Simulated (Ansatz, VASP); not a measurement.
**Two plane-wave programs on Ta2BeP4**

Contents of INCAR:

```
SYSTEM = Ta2BeP4
  PREC = Accurate
  ENCUT = 600
  EDIFF = 1E-7
  ISMEAR = 0
  SIGMA = 0.1
  LREAL = .FALSE.
  LASPH = .TRUE.
  NELM = 100
  ALGO = Normal
  ISIF = 3
  LWAVE = .FALSE.
  LCHARG = .FALSE.
  GGA = PE
  IBRION = 2
  NSW = 90
  EDIFFG = -0.04
```

The input KPOINTS:

```
Automatic mesh
0
G
  6 6 4
  0 0 0
```

POSCAR

```
Ta2BeP4
1.0
    3.7061968793      0.0000000000      0.0000000000
    0.0000000000      3.7061968793      0.0000000000
    0.0000000000      0.0000000000      7.4344875541
Ta Be P
2 1 4
Direct
    0.5000000000      0.5000000000      0.0000000000
    0.0000000000      0.0000000000      0.5000000000
    0.0000000000      0.0000000000      0.0000000000
    0.5000000000      0.0000000000      0.2549432266
    0.0000000000      0.5000000000      0.2549432266
    0.5000000000      0.0000000000      0.7450567734
    0.0000000000      0.5000000000      0.7450567734
```

Input for Ansatz:

```yaml
crystal:
  lattice:
    - [3.7061968793, 0.0, 0.0]
    - [0.0, 3.7061968793, 0.0]
    - [0.0, 0.0, 7.4344875541]
  atoms:
    - { symbol: Ta, position: [0.5, 0.5, 0.0] }
    - { symbol: Ta, position: [0.0, 0.0, 0.5] }
    - { symbol: Be, position: [0.0, 0.0, 0.0] }
    - { symbol: P, position: [0.5, 0.0, 0.2549432266] }
    - { symbol: P, position: [0.0, 0.5, 0.2549432266] }
    - { symbol: P, position: [0.5, 0.0, 0.7450567734] }
    - { symbol: P, position: [0.0, 0.5, 0.7450567734] }
basis:
  ecutwfc: 420
kpoints:
  mp_grid: { grid: [6, 6, 4] }
hamiltonian:
  xc: pbe
scf:
  occupations: { method: gaussian, width: 0.1 }
  lower_state_search: "off"
output:
  forces: true
  stress: true
  eigenvalues: true
relax:
  adjacent_minimum: "off"
  f_tol: 0.04
  max_steps: 70
  cell: { stress_tol: 0.4 }
```

Change from the starting cell: ordered mixture with vacancies on the cation sites of caesium chloride (P4/mmm, No. 123).

Alike in both runs: task relaxation of cell and atoms; functional PBE; k mesh 6 × 6 × 4; occupations gaussian, width 0.1 eV; no spin polarisation.

|  | VASP | Ansatz |
| --- | --- | --- |
| version | VASP 6.6.1 | Ansatz 0.2.0 |
| potentials or method | VASP PAW PBE potentials, release 64 (Ta_pv, Be, P), cutoff 600 eV | scalar-relativistic, plane waves, PAW |
| valence electrons in the cell | 44 | 48 |

Ansatz gave:

```
gap on the k mesh at the Fermi level, each at its own relaxed structure (eV) : none
relaxed volume (Å³/atom)                                                     : 14.54
relaxed cell length with the largest relative difference (Å)                 : 7.449
```

Q: Estimate VASP's values.

A: gap on the k mesh at the Fermi level, each at its own relaxed structure (eV): none; relaxed volume (Å³/atom): 14.53; relaxed cell length with the largest relative difference (Å): 7.458.

A gap of «none» marks a metal or a gap that the smearing closes. VASP's potentials hold 44 valence electrons a cell and Ansatz's 48, so a difference there can come from the potentials and not from the codes.

Neither program's run includes spin-orbit coupling.
